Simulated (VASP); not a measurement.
Wanted: the native input for a VASP 6.6.1 run.

| Item | Value |
| --- | --- |
| Task | single point |
| Functional | PBE |
| Potentials or basis | VASP PAW PBE potentials, release 64 (I) |
| Cutoff | 500 eV |
| k mesh | 16 × 16 × 16 |
| Occupations | fermi-dirac, width 0.05 eV |
| Spin | no spin polarisation |
| Dipole correction | no |
| Further INCAR settings | ALGO = Normal; EDIFF = 1e-06; NBANDS = 10 |

The structure of I lies in POSCAR:

```
I
1.0
    0.0000000000      2.0382581620      2.0382581620
    2.0382581620      0.0000000000      2.0382581620
    2.0382581620      2.0382581620      0.0000000000
I
1
Direct
    0.0000000000      0.0000000000      0.0000000000
```

These files were run (other wordings do the same):

INCAR

```
PREC     = Accurate       # precision mode
ENCUT    = 500            # plane-wave cutoff, eV
EDIFF    = 1E-6           # SCF threshold, eV
ISMEAR   = -1             # smearing method
SIGMA    = 0.05           # smearing width, eV
LREAL    = False          # projectors in reciprocal space
LASPH    = True           # aspherical terms in the spheres
NELM     = 120            # most SCF steps
ALGO     = Normal         # electronic algorithm
ISIF     = 2              # what is computed and relaxed
LWAVE    = False          # write WAVECAR
LCHARG   = True           # write CHGCAR
GGA      = PE             # functional
LELF     = True           # ELF
LVHAR    = True         
NBANDS   = 10             # bands
GGA_COMPAT= False
```

KPOINTS

```
regular mesh
0
Gamma
  16 16 16
```

Potentials or basis: VASP PAW PBE potentials, release 64 (I).

The run is started by

```bash
$ cat potpaw_PBE.64/I/POTCAR > POTCAR
$ mpirun -np 1 vasp_std > vasp.out
```

Results of the run:

| Property | Result |
| --- | --- |
| Pressure | 109.6 GPa |
| Band gap on the k mesh | zero (an odd number of electrons rules out a gap without spin polarisation) |

Caveat: the cell stands under pressure; spin-orbit coupling is left out, which moves the levels of the heavy elements; an odd number of electrons without spin polarisation forces a metal; a magnetic or distorted state may lie lower.

It took 10 s on 1 thread of Intel(R) Xeon(R) Platinum 8488C (Sapphire Rapids) (shared host), peak memory 0.15 GiB.
